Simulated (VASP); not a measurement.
A run of VASP 6.6.1:

Contents of INCAR:

```
PREC     = Accurate       # precision mode
ENCUT    = 600            # plane-wave cutoff, eV
EDIFF    = 1E-6           # SCF threshold, eV
ISMEAR   = 0              # smearing method
SIGMA    = 0.02           # smearing width, eV
LREAL    = F              # projectors in reciprocal space
LASPH    = T              # aspherical terms in the spheres
NELM     = 60             # most SCF steps
ALGO     = Normal         # electronic algorithm
ISIF     = 3              # what is computed and relaxed
LWAVE    = F              # write WAVECAR
LCHARG   = F              # write CHGCAR
GGA      = CA             # functional
IBRION   = 2              # ionic algorithm
NSW      = 70             # ionic steps
EDIFFG   = -0.005         # ionic threshold
```

File KPOINTS:

```
regular mesh
0
Gamma
  9 9 6
```

File POSCAR:

```
ZnS
1.0
    3.8455099668      0.0000000000      0.0000000000
   -1.9227549834      3.3303093218      0.0000000000
    0.0000000000      0.0000000000      6.3052902589
Zn S
2 2
Direct
    0.3333333333      0.6666666667      0.0052193591
    0.6666666667      0.3333333333      0.5052193591
    0.3333333333      0.6666666667      0.3797806409
    0.6666666667      0.3333333333      0.8797806409
```

Potentials or basis: VASP PAW LDA potentials, release 64 (Zn, S).

Launch:

```sh
$ cat potpaw_LDA.64/Zn/POTCAR potpaw_LDA.64/S/POTCAR > POTCAR
$ mpirun -np 1 vasp_std > vasp.out
```

Hardware: 1 thread of Intel(R) Xeon(R) Platinum 8259CL CPU @ 2.50GHz (Skylake/Cascade Lake), on a shared host.

Q: How long does it take, and how much memory?

A: Wall time 6.5 min on 1 thread of Intel(R) Xeon(R) Platinum 8259CL CPU @ 2.50GHz (Skylake/Cascade Lake), on a shared host, peak memory 0.25 GiB. Counts: scf iterations 66, k points 48, ion steps 10.
